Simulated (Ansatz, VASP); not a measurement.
# One calculation of Ge, two programs

Contents of POSCAR:

```
Ge
1.0
    0.0000000000      2.9451982006      2.9451982006
    2.9451982006      0.0000000000      2.9451982006
    2.9451982006      2.9451982006      0.0000000000
Ge
2
Direct
    0.5000000000      0.5000000000      0.5000000000
    0.7500000000      0.7500000000      0.7500000000
```

INCAR.step1

```
SYSTEM = Ge
  ALGO = Normal
  EDIFF = 1E-4
  ENCUT = 520
  GGA = PE
  ISMEAR = -1
  LASPH = .TRUE.
  LCHARG = .FALSE.
  LREAL = .FALSE.
  LWAVE = .TRUE.
  NBANDS = 21
  NELM = 60
  PREC = Accurate
  SIGMA = 0.05
```

The input INCAR.step2:

```
SYSTEM = Ge
  ALGO = Normal
  EDIFF = 1E-6
  ENCUT = 520
  ISIF = 2
  ISMEAR = -1
  ISTART = 1
  LASPH = .TRUE.
  LCHARG = .TRUE.
  LELF = .TRUE.
  LMIXTAU = .TRUE.
  LREAL = .FALSE.
  LVHAR = .TRUE.
  LWAVE = .FALSE.
  METAGGA = R2SCAN
  NBANDS = 21
  NELM = 60
  PREC = Accurate
  SIGMA = 0.05
```

KPOINTS

```
k-points
0
G
  9 9 9
  0 0 0
```

Input for Ansatz:

```yaml
crystal:
  lattice:
    - [0.0, 2.9451982006, 2.9451982006]
    - [2.9451982006, 0.0, 2.9451982006]
    - [2.9451982006, 2.9451982006, 0.0]
  atoms:
    - { symbol: Ge, position: [0.5, 0.5, 0.5] }
    - { symbol: Ge, position: [0.75, 0.75, 0.75] }
hamiltonian:
  xc: r2scan
  pseudopotentials:
    kind: paw
    azcp:
      Ge: "pseudopotentials/Ge.paw.azcp"
basis:
  ecutwfc: 500
  fft_grid_basis: typed
kpoints:
  mp_grid: { grid: [9, 9, 9], shift: [0, 0, 0] }
magnetization:
  spin_polarized: false
scf:
  occupations: { method: fermi_dirac, width: 0.05 }
output:
  stress: true
```

Alike in both runs: task single point; functional r2SCAN; k mesh 9 × 9 × 9; occupations fermi-dirac, width 0.05 eV; no spin polarisation.

|  | VASP | Ansatz |
| --- | --- | --- |
| version | VASP 6.6.1 | Ansatz 0.2.0 |
| potentials or method | VASP PAW PBE potentials, release 64 (Ge_d), cutoff 520 eV | plane waves (500 eV) with PAW, scalar-relativistic |
| valence electrons in the cell | 28 | 28 |

|  | VASP | Ansatz | Ansatz less VASP |
| --- | --- | --- | --- |
| pressure (GPa) | -6.0 | -6.0 | 0.00 |

VASP's potentials were made for PBE, not for r2SCAN.
